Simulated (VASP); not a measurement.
Input of a VASP 6.6.1 run:

The input INCAR:

```
PREC = Accurate
ENCUT = 520
EDIFF = 1E-7
ISMEAR = -1
SIGMA = 0.1
LREAL = False
LASPH = True
NELM = 150
ALGO = Normal
ISIF = 2
LWAVE = False
LCHARG = False
MAGMOM = 0 0 0
LORBIT = 11
LSORBIT = True
GGA_COMPAT = False
LORBMOM = True
LMAXMIX = 4
GGA = CA
NBANDS = 19
```

Contents of KPOINTS:

```
regular mesh
0
Gamma
  12 12 12
```

POSCAR

```
Os
1.0
    2.5170771292      0.0000000000      0.0000000000
    0.0000000000      2.5170771292      0.0000000000
    0.0000000000      0.0000000000      2.5170771292
Os
1
Direct
    0.0000000000      0.0000000000      0.0000000000
```

Potentials or basis: VASP PAW LDA potentials, release 64 (Os).

Command:

```console
$ cat potpaw_LDA.64/Os/POTCAR > POTCAR
$ mpirun -np 1 vasp_ncl > vasp.out
```

(1) Predict the net moment.

(2) What does it give for the pressure?

Results:

(1) 0.00 μB per cell.

(2) 1.1 GPa.
